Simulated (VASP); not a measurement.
**Ir: single point with PBE**

Crystal: Ir.

```
CELL_PARAMETERS angstrom
2.73697 0.00000 0.00000
-1.36848 2.37028 0.00000
1.36848 0.79009 2.23472
ATOMIC_POSITIONS crystal
Ir 0.00000 0.00000 0.00000
```

```json
{"Program": "VASP 6.6.1", "Task": "single point", "Functional": "PBE", "Potentials or basis": "VASP PAW PBE potentials, release 64 (Ir)", "Cutoff": "520 eV", "k mesh": "15 × 15 × 15", "Occupations": "gaussian, width 0.1 eV", "Spin": "no spin polarisation", "Dipole correction": "no", "Further INCAR settings": "ALGO = Normal; EDIFF = 1e-06; NBANDS = 10"}
```

```
Pressure : 0.4 GPa
```

Levels at points of the mesh, in eV from the Fermi level:
| k point | band 2 | band 3 | band 4 | band 5 | band 6 | band 7 |
| --- | --- | --- | --- | --- | --- | --- |
| (0.00, 0.00, 0.00) | -3.79 | -3.79 | -3.79 | -1.21 | -1.21 | 14.32 |

Run time: 31 s on 1 thread of AMD EPYC 7R13 (shared host), peak memory 0.11 GiB.

Caveat: spin-orbit coupling is left out, which moves the levels of the heavy elements.
